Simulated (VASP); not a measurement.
# Mn3Ag (Fm-3m) in VASP: settings compared

Aim: see how the results for Mn3Ag move with the level of theory and the settings. Levels: PBE, r2SCAN. Tasks: single point.

All numbers are computed with VASP 6.6.1; they aren't measurements. Logs are shortened: lines on timing, memory, paths and dates and some standing lists are left out, and cuts for length are marked.

## 1. The cell of the first run

The structure is cubic, space group Fm-3m (No. 225). The conventional cell has a = 6.228 Å, b = 6.228 Å, c = 6.228 Å, α = 90.00°, β = 90.00°, γ = 90.00°. Mn (site symmetry -43m) has 10 Mn at 2.70 to 3.11 Å and 4 Ag at 2.70 Å within 3.6 Å. Mn (site symmetry m-3m) has 8 Mn at 2.70 Å and 6 Ag at 3.11 Å within 3.6 Å. Ag (site symmetry m-3m) has 14 Mn at 2.70 to 3.11 Å within 3.6 Å.

## 2. Single point, PBE, collinear spin, ferrimagnetic start

Input file INCAR:

```
SYSTEM = Mn3Ag
PREC = Accurate ; ENCUT = 520
EDIFF = 1E-7 ; ISMEAR = 0
SIGMA = 0.1 ; LREAL = .False.
LASPH = .True. ; NELM = 150
ALGO = Normal ; ISIF = 2
LWAVE = .False. ; LCHARG = .True.
ISPIN = 2 ; MAGMOM = 4 4 -4 0
LORBIT = 11 ; LMAXMIX = 4
GGA = PE ; LELF = .True.
LVHAR = .True. ; NBANDS = 37
```

Input file KPOINTS:

```
Automatic mesh
0
Gamma
  12 12 12
  0 0 0
```

Input file POSCAR:

```
Mn3Ag
1.0
    0.0000000000      3.1142110438      3.1142110438
    3.1142110438      0.0000000000      3.1142110438
    3.1142110438      3.1142110438      0.0000000000
Mn Ag
3 1
Direct
    0.2500000000      0.2500000000      0.2500000000
    0.7500000000      0.7500000000      0.7500000000
    0.5000000000      0.5000000000      0.5000000000
    0.0000000000      0.0000000000      0.0000000000
```

Potentials or basis: VASP PAW PBE potentials, release 64 (Mn_pv, Ag).

On the command line:

```console
cat potpaw_PBE.64/Mn_pv/POTCAR potpaw_PBE.64/Ag/POTCAR > POTCAR
mpirun -np 1 vasp_std > vasp.out
```

OUTCAR:

```text
SYSTEM = Mn3Ag
   PREC = Accurate
   ENCUT = 520
   EDIFF = 1E-7
   ISMEAR = 0
   LREAL = .False.
   LASPH = .True.
   NELM = 150
   ISIF = 2
   ISPIN = 2
   LORBIT = 11
   GGA = PE

 ion  position               nearest neighbor table
   1  0.250  0.250  0.250-   4 2.70   4 2.70   4 2.70   3 2.70   4 2.70   3 2.70   3 2.70   3 2.70
                             2 3.11   2 3.11   2 3.11   2 3.11   2 3.11   2 3.11
   2  0.750  0.750  0.750-   3 2.70   3 2.70   3 2.70   3 2.70   4 2.70   4 2.70   4 2.70   4 2.70
                             1 3.11   1 3.11   1 3.11   1 3.11   1 3.11   1 3.11
   3  0.500  0.500  0.500-   1 2.70   1 2.70   1 2.70   1 2.70   2 2.70   2 2.70   2 2.70   2 2.70
                             4 3.11   4 3.11   4 3.11   4 3.11   4 3.11   4 3.11
   4  0.000  0.000  0.000-   2 2.70   2 2.70   2 2.70   1 2.70   2 2.70   1 2.70   1 2.70   1 2.70
                             3 3.11   3 3.11   3 3.11   3 3.11   3 3.11   3 3.11

  LATTYP: Found a face centered cubic cell.
 ALAT       =     6.2284220876

  Lattice vectors:

 A1 = (   0.0000000000,   3.1142110438,   3.1142110438)
 A2 = (   3.1142110438,   0.0000000000,   3.1142110438)
 A3 = (   3.1142110438,   3.1142110438,   0.0000000000)

Analysis of symmetry for initial positions (statically):
=====================================================================
 Subroutine PRICEL returns:
 Original cell was already a primitive cell.

 Routine SETGRP: Setting up the symmetry group for a
 face centered cubic supercell.

 Subroutine GETGRP returns: Found 48 space group operations
 (whereof 48 operations were pure point group operations)
 out of a pool of 48 trial point group operations.

The static configuration has the point symmetry O_h .

Analysis of symmetry for dynamics (positions and initial velocities):
=====================================================================
 Subroutine PRICEL returns:
 Original cell was already a primitive cell.

 Routine SETGRP: Setting up the symmetry group for a
 face centered cubic supercell.

 Subroutine GETGRP returns: Found 48 space group operations
 (whereof 48 operations were pure point group operations)
 out of a pool of 48 trial point group operations.

The dynamic configuration has the point symmetry O_h .

Analysis of structural, dynamic, and magnetic symmetry:
=====================================================================
 Subroutine PRICEL returns:
 Original cell was already a primitive cell.

 Routine SETGRP: Setting up the symmetry group for a
 face centered cubic supercell.

 Subroutine GETGRP returns: Found 48 space group operations
 (whereof 48 operations were pure point group operations)
 out of a pool of 48 trial point group operations.

The overall configuration has the point symmetry O_h .

 Subroutine INISYM returns: Found 48 space group operations
 (whereof 48 operations are pure point group operations),
 and found     1 'primitive' translations

----------------------------------------------------------------------------------------

                                     Primitive cell

  volume of cell :      60.4052

  direct lattice vectors                    reciprocal lattice vectors
     0.000000000  3.114211044  3.114211044    -0.160554308  0.160554308  0.160554308
     3.114211044  0.000000000  3.114211044     0.160554308 -0.160554308  0.160554308
     3.114211044  3.114211044  0.000000000     0.160554308  0.160554308 -0.160554308

  length of vectors
     4.404159494  4.404159494  4.404159494     0.278088219  0.278088219  0.278088219

  position of ions in fractional coordinates (direct lattice)
     0.250000000  0.250000000  0.250000000
     0.750000000  0.750000000  0.750000000
     0.500000000  0.500000000  0.500000000
     0.000000000  0.000000000  0.000000000

  ion indices of the primitive-cell ions
   primitive index   ion index
                 1           1
                 2           2
                 3           3
                 4           4

----------------------------------------------------------------------------------------

 KPOINTS: Automatic mesh

Automatic generation of k-mesh.
 Grid dimensions read from file:
 generate k-points for:   12   12   12

 Generating k-lattice:

  Cartesian coordinates                     Fractional coordinates (reciprocal lattice)
    -0.013379526  0.013379526  0.013379526     0.083333333  0.000000000  0.000000000
     0.013379526 -0.013379526  0.013379526     0.000000000  0.083333333  0.000000000
     0.013379526  0.013379526 -0.013379526     0.000000000  0.000000000  0.083333333

  Length of vectors
     0.023174018  0.023174018  0.023174018

  Shift w.r.t. Gamma in fractional coordinates (k-lattice)
     0.000000000  0.000000000  0.000000000

 Subroutine IBZKPT returns following result:
 ===========================================

 Found     72 irreducible k-points:

 Following reciprocal coordinates:
            Coordinates               Weight
  0.000000  0.000000  0.000000      1.000000
  0.083333  0.000000  0.000000      8.000000
  0.166667  0.000000  0.000000      8.000000
  0.250000  0.000000  0.000000      8.000000
  0.333333  0.000000  0.000000      8.000000
  0.416667  0.000000  0.000000      8.000000
[... 16 lines left out ...]
  0.500000  0.166667  0.000000     24.000000
 -0.416667  0.166667  0.000000     24.000000
 [... further k-points ...]
   k-points           NKPTS =     72   k-points in BZ     NKDIM =     72   number of bands    NBANDS=     37
   number of dos      NEDOS =    301   number of ions     NIONS =      4
   total plane-waves  NPLWV =  46656
   dimension x,y,z NGX =    36 NGY =   36 NGZ =   36
   dimension x,y,z NGXF=    72 NGYF=   72 NGZF=   72
   ions per type =               3   1
   NGX,Y,Z   is equivalent  to a cutoff of  13.59, 13.59, 13.59 a.u.
   NGXF,Y,Z  is equivalent  to a cutoff of  27.18, 27.18, 27.18 a.u.
 SYSTEM =  Mn3Ag
   PREC   = accura    normal or accurate (medium, high low for compatibility)
   ISTART =      0    job   : 0-new  1-cont  2-samecut
   ICHARG =      2    charge: 1-file 2-atom 10-const
   ISPIN  =      2    spin polarized calculation?
   LNONCOLLINEAR =      F non collinear calculations
   LSORBIT =      F    spin-orbit coupling
   LASPH  =      T    aspherical Exc in radial PAW
   ENCUT  =  520.0 eV  38.22 Ry    6.18 a.u.   8.19  8.19  8.19*2*pi/ulx,y,z
   NELM   =    150;   NELMIN=  2; NELMDL= -5     # of ELM steps
   EDIFF  = 0.1E-06   stopping-criterion for ELM
   LREAL  =      F    real-space projection
   EDIFFG = 0.1E-05   stopping-criterion for IOM
   NSW    =      0    number of steps for IOM
   IBRION =     -1    ionic relax: 0-MD 1-quasi-New 2-CG
   NFREE  =      0    steps in history (QN), initial steepest desc. (CG)
   ISIF   =      2    stress and relaxation
   ISYM   =      2    0-nonsym 1-usesym 2-fastsym
   POTIM  = 0.5000    time-step for ionic-motion
   TEBEG  =    0.0;   TEEND  =   0.0 temperature during run
   PSTRESS=    0.0 pullay stress
   NELECT =      50.0000    total number of electrons
   NUPDOWN=      -1.0000    fix difference up-down
   EMIN   =  10.00;   EMAX   =-10.00  energy-range for DOS
   EFERMI =   0.00;   METHOD = LEGACY
   ISMEAR =     0;   SIGMA  =   0.10  broadening in eV -4-tet -1-fermi 0-gaus
   EFERMI_NEDOS =   21; number of points for ismear=-14 and -15
   IALGO  =     38    algorithm
   IMIX   =      4    mixing-type and parameters
     AMIX     =   0.40;   BMIX     =  1.00
     AMIX_MAG =   1.60;   BMIX_MAG =  1.00
  volume/ion in A,a.u.               =      15.10       101.91
  Fermi-wavevector in a.u.,A,eV,Ry     =   1.537117  2.904729 32.146856  2.362727
  Thomas-Fermi vector in A             =   2.643670
   LORBIT       =     11    0 simple, 1 ext, 2 COOP (PROOUT), +10 PAW based schemes
   GGA     = PE    functional components
   LHFCALC =     F    Hartree Fock is set to
   AEXX    =    0.0000 exact exchange contribution
   IVDW    =     0    specifies the selected vdW correction
   LEPSILON=     F    determine dielectric tensor
   LRPA    =     F    only Hartree local field effects (RPA)
 spin polarized calculation
 Gauss-broadening in eV      SIGMA  =   0.10
  energy-cutoff  :      520.00
  volume of cell :       60.41
 maximum number of plane-waves:      1660
 NGX is ok and might be reduce to    36
   NGX = 17   NGY = 17   NGZ = 17

 number of electron      50.0000035 magnetization       4.0649255

 Free energy of the ion-electron system (eV)
  ---------------------------------------------------
  ext. energy  EPLUGINS =         0.00000000
  ---------------------------------------------------
  free energy    TOTEN  =       -28.34818463 eV

  energy without entropy =      -28.32941826  energy(sigma->0) =      -28.33880145

 E-fermi :   8.1603     XC(G=0): -12.2253

 val. band max:        8.1549778528   @ k =   0.4167   0.1667   0.0000
 cond. band min:       8.1657478195   @ k =   0.5000   0.2500   0.0000
 fundamental gap:      0.0107699667
 Fermi energy:         8.1602983111

 spin component 1

 k-point     1 :       0.0000    0.0000    0.0000
  band No.  band energies     occupation
      1     -41.9149      1.00000
      2     -41.9149      1.00000
      3     -41.9149      1.00000
      4     -41.8875      1.00000
      5     -41.8874      1.00000
      6     -41.8874      1.00000
[... 29 lines left out ...]
     36      14.9906      0.00000
     37      14.9907      0.00000

 k-point     2 :       0.0833    0.0000    0.0000
  band No.  band energies     occupation
      1     -41.9145      1.00000
      2     -41.9145      1.00000
      3     -41.9145      1.00000
      4     -41.8879      1.00000
      5     -41.8879      1.00000
      6     -41.8879      1.00000
[... 29 lines left out ...]
     36      15.2699      0.00000
     37      15.3516      0.00000
[... 838 lines left out ...]
     36      16.2230      0.00000
     37      17.2893      0.00000

 k-point    24 :      -0.4167    0.1667    0.0000
  band No.  band energies     occupation
      1     -41.9144      1.00000
      2     -41.9070      1.00000
      3     -41.9064      1.00000
      4     -41.8966      1.00000
      5     -41.8960      1.00000
      6     -41.8884      1.00000
[... 29 lines left out ...]
     36      16.0620      0.00000
     37      17.4771      0.00000

 [... further k-points ...]

 spin component 2

 k-point     1 :       0.0000    0.0000    0.0000
  band No.  band energies     occupation
      1     -41.8544      1.00000
      2     -41.8544      1.00000
      3     -41.8544      1.00000
      4     -38.1312      1.00000
      5     -38.1312      1.00000
      6     -38.1312      1.00000
[... 29 lines left out ...]
     36      15.3793      0.00000
     37      15.3793      0.00000

 k-point     2 :       0.0833    0.0000    0.0000
  band No.  band energies     occupation
      1     -41.8544      1.00000
      2     -41.8544      1.00000
      3     -41.8544      1.00000
      4     -38.1306      1.00000
      5     -38.1306      1.00000
      6     -38.1304      1.00000
[... 29 lines left out ...]
     36      15.5242      0.00000
     37      15.6135      0.00000
[... 838 lines left out ...]
     36      16.6786      0.00000
     37      17.7219      0.00000

 k-point    24 :      -0.4167    0.1667    0.0000
  band No.  band energies     occupation
      1     -41.8550      1.00000
      2     -41.8549      1.00000
      3     -41.8547      1.00000
      4     -38.1289      1.00000
      5     -38.1207      1.00000
      6     -38.1187      1.00000
[... 29 lines left out ...]
     36      16.5109      0.00000
     37      17.9009      0.00000

 [... further k-points ...]

------------------------ aborting loop because EDIFF is reached ----------------------------------------

  FORCE on cell =-STRESS in cart. coord.  units (eV):
  Direction    XX          YY          ZZ          XY          YZ          ZX
  --------------------------------------------------------------------------------------
  -------------------------------------------------------------------------------------
  Total        0.0445600      0.0445600      0.0445600     -0.0000000      0.0000000      0.0000000
  in kB        1.1819013      1.1819013      1.1819013     -0.0000000      0.0000000      0.0000000
  external PRESSURE =       1.1819013 kB  Pullay stress =       0.0000000 kB

 VOLUME and BASIS-vectors are now :
 -----------------------------------------------------------------------------
  energy-cutoff  :      520.00
  volume of cell :       60.41
      direct lattice vectors                 reciprocal lattice vectors
     0.000000000  3.114211044  3.114211044    -0.160554308  0.160554308  0.160554308
     3.114211044  0.000000000  3.114211044     0.160554308 -0.160554308  0.160554308
     3.114211044  3.114211044  0.000000000     0.160554308  0.160554308 -0.160554308

 POSITION                                       TOTAL-FORCE (eV/Angst)
 -----------------------------------------------------------------------------------
      1.55711      1.55711      1.55711        -0.000000     -0.000000     -0.000000
      4.67132      4.67132      4.67132         0.000000      0.000000      0.000000
      3.11421      3.11421      3.11421        -0.000000     -0.000000      0.000000
      0.00000      0.00000      0.00000        -0.000000     -0.000000      0.000000
 -----------------------------------------------------------------------------------
    total drift:                                0.000000      0.000000      0.000000

  FREE ENERGIE OF THE ION-ELECTRON SYSTEM (eV)
  ---------------------------------------------------
  free  energy   TOTEN  =       -28.3481846326 eV

  energy  without entropy=      -28.3294182590  energy(sigma->0) =      -28.33880145

 total charge

# of ion       s       p       d       tot
------------------------------------------
    1        0.326   6.241   4.926  11.493
    2        0.326   6.241   4.926  11.493
    3        0.340   6.252   4.924  11.516
    4        0.531   0.468   9.048  10.046
--------------------------------------------------
tot          1.523  19.202  23.823  44.548

 magnetization (x)

# of ion       s       p       d       tot
------------------------------------------
    1        0.044   0.031   3.520   3.595
    2        0.044   0.031   3.520   3.595
    3       -0.073  -0.050  -3.227  -3.350
    4       -0.034   0.002   0.085   0.054
--------------------------------------------------
tot         -0.018   0.014   3.897   3.893
```

Wall time 7 min (1 thread of Intel Xeon Platinum 8259CL at 2.50GHz (Skylake/Cascade Lake), shared host); peak memory 0.39 GiB.

What came out:

- Free energy: -28.3482 eV
- Pressure: 0.1 GPa
- Net moment: 4.06 μB per cell
- Site moments: Mn +3.60, -3.35 (each value once); Ag +0.05 μB
- Valence electrons inside the program's atomic spheres: Mn 11.49, 11.52 (each value once); Ag 10.05

Levels at points of the mesh, in eV from the Fermi level:
Spin up:
```csv
k point,band 23,band 24,band 25,band 26,band 27,band 28,band 29,band 30,band 31,band 32
"(0.00, 0.00, 0.00)",-2.15,-1.67,-1.67,0.31,0.31,0.31,1.27,1.27,6.51,6.51
"(0.50, 0.00, 0.00)",-2.43,-2.02,-2.02,-1.54,0.21,0.21,0.99,1.02,1.02,5.18
"(0.50, 0.50, 0.00)",-2.22,-1.96,-1.70,-0.91,-0.44,-0.44,0.04,0.99,0.99,1.04
```
Spin down:
```csv
k point,band 21,band 22,band 23,band 24,band 25,band 26
"(0.00, 0.00, 0.00)",-1.35,-1.35,-1.35,0.59,0.59,1.68
"(0.50, 0.00, 0.00)",-2.68,0.23,0.23,0.41,0.41,1.08
"(0.50, 0.50, 0.00)",-1.51,-0.76,-0.23,-0.23,-0.11,0.50
```

[end of part 1 of 2]
